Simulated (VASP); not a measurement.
Wanted: the native input for a VASP 6.6.1 run.

- Task: single point
- Functional: PBE
- Potentials or basis: VASP PAW PBE potentials, release 64 (Cu_sv_GW)
- Cutoff: 820 eV
- k mesh: 10 × 10 × 10
- Occupations: gaussian, width 0.05 eV
- Spin: no spin polarisation
- Dipole correction: no
- Further INCAR settings: ALGO = Normal; EDIFF = 1e-06; NBANDS = 16

The structure of Cu lies in POSCAR:

```
Cu
1.0
   -1.4427933200      1.4427933200      1.3760814500
    1.4427933200     -1.4427933200      1.3760814500
    1.4427933200      1.4427933200     -1.3760814500
Cu
1
Direct
    0.0000000000      0.0000000000      0.0000000000
```

These files were run (other wordings do the same):

INCAR

```
PREC = Accurate
ENCUT = 820
EDIFF = 1E-6
ISMEAR = 0
SIGMA = 0.05
LREAL = F
LASPH = T
NELM = 120
ALGO = Normal
ISIF = 2
LWAVE = F
LCHARG = F
GGA = PE
NBANDS = 16
GGA_COMPAT = F
```

KPOINTS

```
Automatic mesh
0
Gamma
  10 10 10
```

Potentials or basis: VASP PAW PBE potentials, release 64 (Cu_sv_GW).

Launch:

```sh
$ cat potpaw_PBE.64/Cu_sv_GW/POTCAR > POTCAR
$ mpirun -np 1 vasp_std > vasp.out
```

Results of the run:

The pressure is 6.4 GPa. The band gap on the k mesh is zero (an odd number of electrons rules out a gap without spin polarisation).

Caveat: the cell stands under pressure.

Run time: 46 s on 1 thread of AMD EPYC 7R43 64-Core Processor (Zen 3) (shared host), peak memory 0.15 GiB.
